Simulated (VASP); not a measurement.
The system is SbPt.

```
Sb Pt
1.0
     4.12000    0.00000    0.00000
    -2.06000    3.56802    0.00000
     0.00000    0.00000    5.47000
Sb Pt
2 2
Direct
  0.33333 0.66667 0.25000
  0.66667 0.33333 0.75000
  0.00000 0.00000 0.00000
  0.00000 0.00000 0.50000
```

| Property | Result |
| --- | --- |
| Program | VASP 6.6.1 |
| Task | relaxation of cell and atoms |
| Functional | r2SCAN |
| Potentials or basis | VASP PAW PBE potentials, release 64 (Sb, Pt) |
| Cutoff | 600 eV |
| k mesh | 9 × 9 × 6 |
| Occupations | fermi-dirac, width 0.1 eV |
| Spin | no spin polarisation |

At the start: pressure 5.9 GPa; volume 20.10 Å³/atom.

Problem. Where does the relaxation end?

Solution. Over 5 steps the energy falls by 13.7 meV/atom and the volume is 20.88 Å³/atom (+3.9 %); space group P6_3/mmc (No. 194, to 0.1 Å) before and after.

Step by step:
| step | energy change (eV) | largest force (eV/Å) | pressure (GPa) | volume (Å³) |
| --- | --- | --- | --- | --- |
| 1 | 0.0000 | 0.0000 | 5.86 | 80.41 |
| 2 | 0.0957 | 0.0000 | -7.80 | 89.27 |
| 3 | -0.0547 | 0.0000 | -0.09 | 83.59 |
| 4 | -0.0547 | 0.0000 | 0.02 | 83.52 |
| 5 | -0.0548 | 0.0000 | 0.02 | 83.53 |

Final structure:
```
CELL_PARAMETERS angstrom
4.17363 0.00000 0.00000
-2.08682 3.61447 0.00000
0.00000 0.00000 5.53732
ATOMIC_POSITIONS crystal
Sb 0.33333 0.66667 0.25000
Sb 0.66667 0.33333 0.75000
Pt 0.00000 0.00000 0.00000
Pt 0.00000 0.00000 0.50000
```

Caveat: the PAW data sets were made with another functional, which shifts forces and pressure a little.
